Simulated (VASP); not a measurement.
# EuO (Fm-3m) in VASP: notebook

EuO is run at these levels: PBE+U; tasks: single point.

Program: VASP 6.6.1. These are calculated values, not measurements. Logs are shortened: lines on timing, memory, paths and dates and some standing lists are left out, and cuts for length are marked.

## (1) The cell of the first run

The structure is cubic, space group Fm-3m (No. 225). Conventional cell: a = 5.144 Å, b = 5.144 Å, c = 5.144 Å, α = 90.00°, β = 90.00°, γ = 90.00°. Eu (site symmetry m-3m) has 6 O at 2.57 Å within 3.4 Å. Within 3.4 Å of O (site symmetry m-3m) lie 6 Eu at 2.57 Å.

## (2) Single point, PBE+U, collinear spin, ferrimagnetic start

INCAR reads:

```
SYSTEM = EuO
ALGO = Normal
EDIFF = 1E-6
ENCUT = 600
GGA = PE
GGA_COMPAT = .False.
ISIF = 2
ISMEAR = 0
ISPIN = 2
LASPH = .True.
LCHARG = .False.
LDAU = .True.
LDAUJ = 0 0
LDAUL = 3 -1
LDAUPRINT = 1
LDAUTYPE = 2
LDAUU = 6 0
LMAXMIX = 6
LORBIT = 11
LREAL = .False.
LWAVE = .False.
MAGMOM = 3.28 -0.03
NBANDS = 22
NELM = 200
PREC = Accurate
SIGMA = 0.05
```

KPOINTS reads:

```
k-points
0
Gamma
  6 6 6
  0 0 0
```

POSCAR reads:

```
EuO
1.0
    0.0000000000      2.5719519700      2.5719519700
    2.5719519700      0.0000000000      2.5719519700
    2.5719519700      2.5719519700      0.0000000000
Eu O
1 1
Direct
    0.5000000000      0.5000000000      0.5000000000
    0.0000000000      0.0000000000      0.0000000000
```

Potentials or basis: VASP PAW PBE potentials, release 64 (Eu, O).

On the command line:

```sh
cat potpaw_PBE.64/Eu/POTCAR potpaw_PBE.64/O/POTCAR > POTCAR
mpirun -np 1 vasp_std > vasp.out
```

OUTCAR:

```text
SYSTEM = EuO
   EDIFF = 1E-6
   ENCUT = 600
   GGA = PE
   ISIF = 2
   ISMEAR = 0
   ISPIN = 2
   LASPH = .True.
   LORBIT = 11
   LREAL = .False.
   NELM = 200
   PREC = Accurate

 ion  position               nearest neighbor table
   1  0.500  0.500  0.500-   2 2.57   2 2.57   2 2.57   2 2.57   2 2.57   2 2.57
   2  0.000  0.000  0.000-   1 2.57   1 2.57   1 2.57   1 2.57   1 2.57   1 2.57

  LATTYP: Found a face centered cubic cell.
 ALAT       =     5.1439039400

  Lattice vectors:

 A1 = (   0.0000000000,   2.5719519700,   2.5719519700)
 A2 = (   2.5719519700,   0.0000000000,   2.5719519700)
 A3 = (   2.5719519700,   2.5719519700,   0.0000000000)

Analysis of symmetry for initial positions (statically):
=====================================================================
 Subroutine PRICEL returns:
 Original cell was already a primitive cell.

 Routine SETGRP: Setting up the symmetry group for a
 face centered cubic supercell.

 Subroutine GETGRP returns: Found 48 space group operations
 (whereof 48 operations were pure point group operations)
 out of a pool of 48 trial point group operations.

The static configuration has the point symmetry O_h .

Analysis of symmetry for dynamics (positions and initial velocities):
=====================================================================
 Subroutine PRICEL returns:
 Original cell was already a primitive cell.

 Routine SETGRP: Setting up the symmetry group for a
 face centered cubic supercell.

 Subroutine GETGRP returns: Found 48 space group operations
 (whereof 48 operations were pure point group operations)
 out of a pool of 48 trial point group operations.

The dynamic configuration has the point symmetry O_h .

Analysis of structural, dynamic, and magnetic symmetry:
=====================================================================
 Subroutine PRICEL returns:
 Original cell was already a primitive cell.

 Routine SETGRP: Setting up the symmetry group for a
 face centered cubic supercell.

 Subroutine GETGRP returns: Found 48 space group operations
 (whereof 48 operations were pure point group operations)
 out of a pool of 48 trial point group operations.

The overall configuration has the point symmetry O_h .

 Subroutine INISYM returns: Found 48 space group operations
 (whereof 48 operations are pure point group operations),
 and found     1 'primitive' translations

----------------------------------------------------------------------------------------

                                     Primitive cell

  volume of cell :      34.0266

  direct lattice vectors                    reciprocal lattice vectors
     0.000000000  2.571951970  2.571951970    -0.194404875  0.194404875  0.194404875
     2.571951970  0.000000000  2.571951970     0.194404875 -0.194404875  0.194404875
     2.571951970  2.571951970  0.000000000     0.194404875  0.194404875 -0.194404875

  length of vectors
     3.637289358  3.637289358  3.637289358     0.336719120  0.336719120  0.336719120

[... 120 lines left out ...]
  0.9732  0.0000 -0.0019  0.0000 -0.0000 -0.0000 -0.0000
  0.0000  0.9629 -0.0000  0.0000  0.0000  0.0000 -0.0000
 -0.0019 -0.0000  0.9742  0.0000  0.0000  0.0000 -0.0000
  0.0000  0.0000  0.0000  0.9717  0.0000 -0.0000 -0.0000
 -0.0000  0.0000  0.0000  0.0000  0.9742  0.0000  0.0019
 -0.0000  0.0000  0.0000 -0.0000  0.0000  0.9756  0.0000
 -0.0000 -0.0000 -0.0000 -0.0000  0.0019  0.0000  0.9732

spin component  2

  0.0033 -0.0000  0.0016 -0.0000 -0.0000  0.0000  0.0000
 -0.0000  0.0000  0.0000  0.0000 -0.0000 -0.0000  0.0000
  0.0016  0.0000  0.0025  0.0000 -0.0000 -0.0000 -0.0000
 -0.0000  0.0000  0.0000  0.0046 -0.0000  0.0000 -0.0000
 -0.0000 -0.0000 -0.0000 -0.0000  0.0025  0.0000 -0.0016
  0.0000 -0.0000 -0.0000  0.0000  0.0000  0.0013 -0.0000
  0.0000  0.0000 -0.0000 -0.0000 -0.0016 -0.0000  0.0033

 occupancies and eigenvectors

  o =  0.0000  v =  0.0000  0.0000  0.0000  0.0000  0.0000  0.0000  0.0000  0.0000  1.0000 -0.0000 -0.0000  0.0000  0.0000  0.0000      0.0000  0.0000  0.0000  0.0000  0.0000  0.0000  0.0000  0.0000  0.0000  0.0000  0.0000  0.0000  0.0000  0.0000
  o =  0.0013  v =  0.0000  0.0000  0.0000  0.0000  0.0000  0.0000  0.0000 -0.6124  0.0000  0.7906 -0.0000  0.0012  0.0023  0.0009      0.0000  0.0000  0.0000  0.0000  0.0000  0.0000  0.0000  0.0000  0.0000  0.0000  0.0000  0.0000  0.0000  0.0000
  o =  0.0013  v =  0.0000  0.0000  0.0000  0.0000  0.0000  0.0000  0.0000 -0.0009  0.0000  0.0012 -0.0000 -0.7906  0.0005 -0.6124      0.0000  0.0000  0.0000  0.0000  0.0000  0.0000  0.0000  0.0000  0.0000  0.0000  0.0000  0.0000  0.0000  0.0000
  o =  0.0013  v =  0.0000  0.0000  0.0000  0.0000  0.0000  0.0000  0.0000  0.0014 -0.0000 -0.0018 -0.0000  0.0004  1.0000  0.0003      0.0000  0.0000  0.0000  0.0000  0.0000  0.0000  0.0000  0.0000  0.0000  0.0000  0.0000  0.0000  0.0000  0.0000
  o =  0.0046  v =  0.0000  0.0000  0.0000  0.0000  0.0000  0.0000  0.0000  0.7905 -0.0000  0.6124  0.0077  0.0019 -0.0000 -0.0024      0.0000  0.0000  0.0000  0.0000  0.0000  0.0000  0.0000  0.0000  0.0000  0.0000  0.0000  0.0000  0.0000  0.0000
  o =  0.0046  v =  0.0000  0.0000  0.0000  0.0000  0.0000  0.0000  0.0000 -0.0024 -0.0000 -0.0019  0.0015  0.6124  0.0000 -0.7906      0.0000  0.0000  0.0000  0.0000  0.0000  0.0000  0.0000  0.0000  0.0000  0.0000  0.0000  0.0000  0.0000  0.0000
  o =  0.0046  v =  0.0000  0.0000  0.0000  0.0000  0.0000  0.0000  0.0000  0.0061 -0.0000  0.0047 -1.0000  0.0009 -0.0000 -0.0012      0.0000  0.0000  0.0000  0.0000  0.0000  0.0000  0.0000  0.0000  0.0000  0.0000  0.0000  0.0000  0.0000  0.0000
  o =  0.9629  v =  0.0000  1.0000  0.0000  0.0000 -0.0000  0.0000  0.0000  0.0000  0.0000  0.0000  0.0000  0.0000  0.0000  0.0000      0.0000  0.0000  0.0000  0.0000  0.0000  0.0000  0.0000  0.0000  0.0000  0.0000  0.0000  0.0000  0.0000  0.0000
  o =  0.9717  v =  0.0000  0.0000  0.0000  0.1643  0.6040 -0.0000 -0.7798  0.0000  0.0000  0.0000  0.0000  0.0000  0.0000  0.0000      0.0000  0.0000  0.0000  0.0000  0.0000  0.0000  0.0000  0.0000  0.0000  0.0000  0.0000  0.0000  0.0000  0.0000
  o =  0.9717  v = -0.7906  0.0000 -0.6124  0.0000 -0.0000 -0.0000 -0.0000  0.0000  0.0000  0.0000  0.0000  0.0000  0.0000  0.0000      0.0000  0.0000  0.0000  0.0000  0.0000  0.0000  0.0000  0.0000  0.0000  0.0000  0.0000  0.0000  0.0000  0.0000
  o =  0.9717  v =  0.0000 -0.0000  0.0000  0.9864 -0.1006 -0.0000  0.1299  0.0000  0.0000  0.0000  0.0000  0.0000  0.0000  0.0000      0.0000  0.0000  0.0000  0.0000  0.0000  0.0000  0.0000  0.0000  0.0000  0.0000  0.0000  0.0000  0.0000  0.0000
  o =  0.9756  v =  0.0000 -0.0000 -0.0000  0.0000 -0.0184  0.9997 -0.0142  0.0000  0.0000  0.0000  0.0000  0.0000  0.0000  0.0000      0.0000  0.0000  0.0000  0.0000  0.0000  0.0000  0.0000  0.0000  0.0000  0.0000  0.0000  0.0000  0.0000  0.0000
  o =  0.9756  v =  0.0000  0.0000  0.0000  0.0000 -0.7904 -0.0232 -0.6122  0.0000  0.0000  0.0000  0.0000  0.0000  0.0000  0.0000      0.0000  0.0000  0.0000  0.0000  0.0000  0.0000  0.0000  0.0000  0.0000  0.0000  0.0000  0.0000  0.0000  0.0000
  o =  0.9756  v = -0.6124 -0.0000  0.7906 -0.0000  0.0000  0.0000  0.0000  0.0000  0.0000  0.0000  0.0000  0.0000  0.0000  0.0000      0.0000  0.0000  0.0000  0.0000  0.0000  0.0000  0.0000  0.0000  0.0000  0.0000  0.0000  0.0000  0.0000  0.0000

 number of electron      23.0000000 magnetization       7.0001883

 Free energy of the ion-electron system (eV)
  ---------------------------------------------------
  ext. energy  EPLUGINS =         0.00000000
  ---------------------------------------------------
  free energy    TOTEN  =       -21.13157919 eV

  energy without entropy =      -21.13120022  energy(sigma->0) =      -21.13138971

 E-fermi :   3.6402     XC(G=0): -10.7582

 val. band max:        3.6273537656   @ k =   0.5000   0.5000   0.0000
 cond. band min:       3.6523439219   @ k =   0.0000   0.0000   0.0000
 fundamental gap:      0.0249901562
 Fermi energy:         3.6401745058

 spin component 1

 k-point     1 :       0.0000    0.0000    0.0000
  band No.  band energies     occupation
      1     -36.0278      1.00000
      2     -14.5974      1.00000
      3     -14.5974      1.00000
      4     -14.5974      1.00000
      5     -13.9725      1.00000
      6       0.6525      1.00000
[... 389 lines left out ...]
     21      13.6535      0.00000
     22      14.5050      0.00000
 Fermi energy:         3.6401745058

 spin component 2

 k-point     1 :       0.0000    0.0000    0.0000
  band No.  band energies     occupation
      1     -32.9232      1.00000
      2     -14.0582      1.00000
      3     -12.2761      1.00000
      4     -12.2761      1.00000
      5     -12.2761      1.00000
      6       1.0440      1.00000
[... 389 lines left out ...]
     21      15.3367      0.00000
     22      16.2331      0.00000

------------------------ aborting loop because EDIFF is reached ----------------------------------------

  FORCE on cell =-STRESS in cart. coord.  units (eV):
  Direction    XX          YY          ZZ          XY          YZ          ZX
  --------------------------------------------------------------------------------------
  -------------------------------------------------------------------------------------
  Total        0.2573130      0.2573130      0.2573130      0.0000000      0.0000000      0.0000000
  in kB       12.1158453     12.1158453     12.1158453      0.0000000      0.0000000      0.0000000
  external PRESSURE =      12.1158453 kB  Pullay stress =       0.0000000 kB

 VOLUME and BASIS-vectors are now :
 -----------------------------------------------------------------------------
  energy-cutoff  :      600.00
  volume of cell :       34.03
      direct lattice vectors                 reciprocal lattice vectors
     0.000000000  2.571951970  2.571951970    -0.194404875  0.194404875  0.194404875
     2.571951970  0.000000000  2.571951970     0.194404875 -0.194404875  0.194404875
     2.571951970  2.571951970  0.000000000     0.194404875  0.194404875 -0.194404875

 POSITION                                       TOTAL-FORCE (eV/Angst)
 -----------------------------------------------------------------------------------
      2.57195      2.57195      2.57195        -0.000000     -0.000000      0.000000
      0.00000      0.00000      0.00000         0.000000      0.000000     -0.000000
 -----------------------------------------------------------------------------------
    total drift:                                0.000000     -0.000000      0.000000

  FREE ENERGIE OF THE ION-ELECTRON SYSTEM (eV)
  ---------------------------------------------------
  free  energy   TOTEN  =       -21.1315791936 eV

  energy  without entropy=      -21.1312002200  energy(sigma->0) =      -21.13138971

 total charge

# of ion       s       p       d       f       tot
--------------------------------------------------
    1        2.033   5.802   0.305   6.814  14.953
    2        1.551   3.408   0.000   0.000   4.959
--------------------------------------------------
tot          3.584   9.209   0.305   6.814  19.912

 magnetization (x)

# of ion       s       p       d       f       tot
--------------------------------------------------
    1       -0.014  -0.113   0.072   6.781   6.725
    2       -0.005  -0.090   0.000   0.000  -0.094
--------------------------------------------------
tot         -0.019  -0.203   0.072   6.781   6.631
```

Run time: 36 s. Hardware: 1 thread of AMD EPYC 7R13 (Zen 3), shared host; peak memory 0.18 GiB.

Results:

```yaml
Free_energy: -21.1316 eV
Pressure: 1.2 GPa
Band_gap_on_the_k_mesh: zero (filled and empty bands overlap)
Net_moment: 7.00 μB per cell
Site_moments: Eu +6.72; O -0.09 μB
Valence_electrons_inside_the_program's_atomic_spheres: Eu 14.95; O 4.96
```

Levels at points of the mesh, in eV from the Fermi level:
Spin up:
```
           k point  band 13  band 14  band 15  band 16  band 17  band 18
(0.00, 0.00, 0.00)     0.01     0.01     0.01     0.91     2.95     2.95
(0.50, 0.00, 0.00)    -0.52    -0.49    -0.49     3.53     5.69     5.69
(0.50, 0.50, 0.00)    -0.49    -0.16    -0.16    -0.01     4.69     7.09
```
Spin down:
```
           k point  band 4  band 5  band 6  band 7  band 8  band 9  band 10  band 11  band 12  band 13
(0.00, 0.00, 0.00)  -15.92  -15.92   -2.60   -2.60   -2.60    1.71     3.92     3.92     3.92     6.28
(0.50, 0.00, 0.00)  -16.01  -14.95   -4.69   -3.75   -3.75    4.17     6.41     6.74     6.74     9.12
(0.50, 0.50, 0.00)  -16.37  -16.37   -2.67   -2.56   -2.56    0.86     5.58     7.86     8.32     9.42
```

Eigenvalues of the final occupation matrices:
```tsv
site	spin	trace	eigenvalues
site 1 f	1	6.80	0.96 0.97 0.97 0.97 0.98 0.98 0.98
site 1 f	2	0.02	0.00 0.00 0.00 0.00 0.00 0.00 0.00
```

Caveat: spin-orbit coupling is left out, which moves the levels of the heavy elements; a cell with one magnetic atom can't hold antiferromagnetic order, which such compounds often take.

## (3) Single point, PBE+U, collinear spin, ferrimagnetic start

INCAR reads:

```
SYSTEM = EuO
PREC     = Accurate       ! precision mode
ENCUT    = 600            ! plane-wave cutoff, eV
EDIFF    = 1E-6           ! SCF threshold, eV
ISMEAR   = 0              ! smearing method
SIGMA    = 0.05           ! smearing width, eV
LREAL    = .False.        ! projectors in reciprocal space
LASPH    = .True.         ! aspherical terms in the spheres
NELM     = 200            ! most SCF steps
ALGO     = Normal         ! electronic algorithm
ISIF     = 2              ! what is computed and relaxed
LWAVE    = .False.        ! write WAVECAR
LCHARG   = .True.         ! write CHGCAR
ISPIN    = 2              ! spin polarisation
MAGMOM   = 7.43 -0.09     ! initial moments
LORBIT   = 11             ! projections on sites
LMAXMIX  = 6              ! l up to which the mixer works
LDAU     = .True.         ! DFT+U
LDAUTYPE = 2            
LDAUL    = 3 -1           ! shell
LDAUU    = 6 0            ! U, eV
LDAUJ    = 0 0          
LDAUPRINT= 1            
GGA      = PE             ! functional
LELF     = .True.         ! ELF
LVHAR    = .True.       
NBANDS   = 22             ! bands
GGA_COMPAT= .False.
```

KPOINTS reads:

```
Automatic mesh
0
Gamma
  6 6 6
  0 0 0
```

POSCAR is that of step 2.

Potentials or basis: VASP PAW PBE potentials, release 64 (Eu, O).

On the command line:

```sh
cat potpaw_PBE.64/Eu/POTCAR potpaw_PBE.64/O/POTCAR > POTCAR
mpirun -np 1 vasp_std > vasp.out
```

Wall time 39 s (1 thread of AMD EPYC 7R13 (Zen 3), shared host); peak memory 0.18 GiB.

It converged, with:

* Free energy: -21.1316 eV
* Pressure: 1.1 GPa
* Band gap on the k mesh: zero (filled and empty bands overlap)
* Net moment: 7.00 μB per cell
* Site moments: Eu +6.72; O -0.09 μB
* Valence electrons inside the program's atomic spheres: Eu 14.95; O 4.96

Levels at points of the mesh, in eV from the Fermi level:
Spin up:
| k point | band 13 | band 14 | band 15 | band 16 | band 17 | band 18 |
| --- | --- | --- | --- | --- | --- | --- |
| (0.00, 0.00, 0.00) | 0.01 | 0.01 | 0.01 | 0.91 | 2.95 | 2.95 |
| (0.50, 0.00, 0.00) | -0.52 | -0.49 | -0.49 | 3.53 | 5.70 | 5.70 |
| (0.50, 0.50, 0.00) | -0.49 | -0.16 | -0.16 | -0.01 | 4.69 | 7.09 |
Spin down:
| k point | band 5 | band 6 | band 7 | band 8 | band 9 | band 10 | band 11 | band 12 |
| --- | --- | --- | --- | --- | --- | --- | --- | --- |
| (0.00, 0.00, 0.00) | -15.92 | -2.60 | -2.60 | -2.60 | 1.71 | 3.92 | 3.92 | 3.92 |
| (0.50, 0.00, 0.00) | -14.95 | -4.69 | -3.75 | -3.75 | 4.17 | 6.41 | 6.74 | 6.74 |
| (0.50, 0.50, 0.00) | -16.37 | -2.67 | -2.56 | -2.56 | 0.86 | 5.58 | 7.86 | 8.32 |

Eigenvalues of the final occupation matrices:
```tsv
site	spin	trace	eigenvalues
site 1 f	1	6.81	0.96 0.97 0.97 0.97 0.98 0.98 0.98
site 1 f	2	0.02	0.00 0.00 0.00 0.00 0.00 0.00 0.00
```

Caveat: spin-orbit coupling is left out, which moves the levels of the heavy elements; a cell with one magnetic atom can't hold antiferromagnetic order, which such compounds often take.
